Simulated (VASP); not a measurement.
Input of a VASP 6.6.1 run:

Contents of INCAR:

```
PREC     = Accurate       # precision mode
ENCUT    = 520            # plane-wave cutoff, eV
EDIFF    = 1E-6           # SCF threshold, eV
ISMEAR   = 0              # smearing method
SIGMA    = 0.02           # smearing width, eV
LREAL    = F              # projectors in reciprocal space
LASPH    = T              # aspherical terms in the spheres
NELM     = 80             # most SCF steps
ALGO     = Normal         # electronic algorithm
ISIF     = 2              # what is computed and relaxed
LWAVE    = F              # write WAVECAR
LCHARG   = T              # write CHGCAR
GGA      = PS             # functional
LELF     = T              # ELF
LVHAR    = T            
NBANDS   = 15             # bands
```

KPOINTS

```
Automatic mesh
0
Gamma
  6 6 4
```

File POSCAR:

```
MgI2
1.0
    4.0687646488      0.0000000000      0.0000000000
   -2.0343823244      3.5236535479      0.0000000000
    0.0000000000      0.0000000000      7.0849064221
Mg I
1 2
Direct
    0.0000000000      0.0000000000      0.0000000000
    0.3333333333      0.6666666667      0.7613410835
    0.6666666667      0.3333333333      0.2386589165
```

Potentials or basis: VASP PAW PBE potentials, release 64 (Mg, I).

Launch:

```console
$ cat potpaw_PBE.64/Mg/POTCAR potpaw_PBE.64/I/POTCAR > POTCAR
$ mpirun -np 1 vasp_std > vasp.out
```

Q: Estimate the band gap on the k mesh.

A: 3.47 eV, indirect (least direct gap 3.72 eV).

Q: Estimate the pressure.

A: 0.6 GPa.

Q: What does it give for the largest force?

A: 0.004 eV/Å.

Forces on the atoms (eV/Å):
```
Mg   0.000  0.000  0.000
I    0.000  0.000  0.004
I    0.000  0.000 -0.004
```

Caveat: the cell differs from its parent crystal (biaxial strain in the a-b plane: -1.5 %, then relaxed in part); the PAW data sets were made with another functional, which shifts forces and pressure a little; spin-orbit coupling is left out, which moves the levels of the heavy elements; this functional lacks dispersion, which binds the layers, so the pressure and a relaxed spacing across them are unreliable. A k mesh can miss the band edges.
